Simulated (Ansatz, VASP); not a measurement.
**F in VASP and in Ansatz**

The input INCAR:

```
PREC = Accurate ; ENCUT = 520
EDIFF = 1E-6 ; ISMEAR = 0
SIGMA = 0.05 ; LREAL = False
LASPH = True ; NELM = 60
ALGO = Normal ; ISIF = 2
LWAVE = False ; LCHARG = True
GGA = PS ; LELF = True
LVHAR = True ; NBANDS = 22
```

KPOINTS

```
regular mesh
0
Gamma
  4 4 2
```

POSCAR

```
F
1.0
    3.0111171686     -1.7305922359     -0.2322433325
    3.0111171686      1.7305922359     -0.2322433325
   -2.2641300902      0.0000000000      6.9305478688
F
4
Direct
    0.0848459664      0.0848459664      0.1059920108
    0.9151540336      0.9151540336      0.8940079892
    0.5015719855      0.5015719855      0.5937195244
    0.4984280145      0.4984280145      0.4062804756
```

Input for Ansatz:

```yaml
crystal:
  lattice:
    - [3.0111171686, -1.7305922359, -0.2322433325]
    - [3.0111171686, 1.7305922359, -0.2322433325]
    - [-2.2641300902, 0.0, 6.9305478688]
  atoms:
    - { symbol: F, position: [0.0848459664, 0.0848459664, 0.1059920108] }
    - { symbol: F, position: [0.9151540336, 0.9151540336, 0.8940079892] }
    - { symbol: F, position: [0.5015719855, 0.5015719855, 0.5937195244] }
    - { symbol: F, position: [0.4984280145, 0.4984280145, 0.4062804756] }
basis:
  ecutwfc: 520.0
kpoints:
  mp_grid: { grid: [4, 4, 2] }
hamiltonian:
  xc: pbesol
scf:
  occupations: { method: gaussian, width: 0.05 }
output:
  forces: true
  stress: true
  eigenvalues: true
```

Alike in both runs: task single point; functional PBEsol; k mesh 4 × 4 × 2; occupations gaussian, width 0.05 eV; no spin polarisation.

|  | VASP | Ansatz |
| --- | --- | --- |
| version | VASP 6.6.1 | Ansatz 0.2.0 |
| potentials or method | VASP PAW PBE potentials, release 64 (F), cutoff 520 eV | scalar-relativistic, plane waves, PAW |
| valence electrons in the cell | 28 | 28 |

|  | VASP | Ansatz | Ansatz less VASP |
| --- | --- | --- | --- |
| gap on the k mesh at the Fermi level (eV) | 2.17 | 2.22 | +0.050 |
| least direct gap on the mesh (eV) | 2.28 | 2.32 | +0.045 |
| pressure (GPa) | -0.5 | -0.8 | -0.32 |
| traceless stress, the component that is largest in VASP (GPa) | -4.38 | -4.20 | +0.179 |
| rms of the force components (eV/Å) | 1.241 | 1.178 | -0.0636 |

VASP's potentials were made for PBE, not for PBEsol. Atom by atom the forces differ by 0.244 eV/Å (rms over components).

The k mesh is coarse, so the values compare programs but aren't converged.
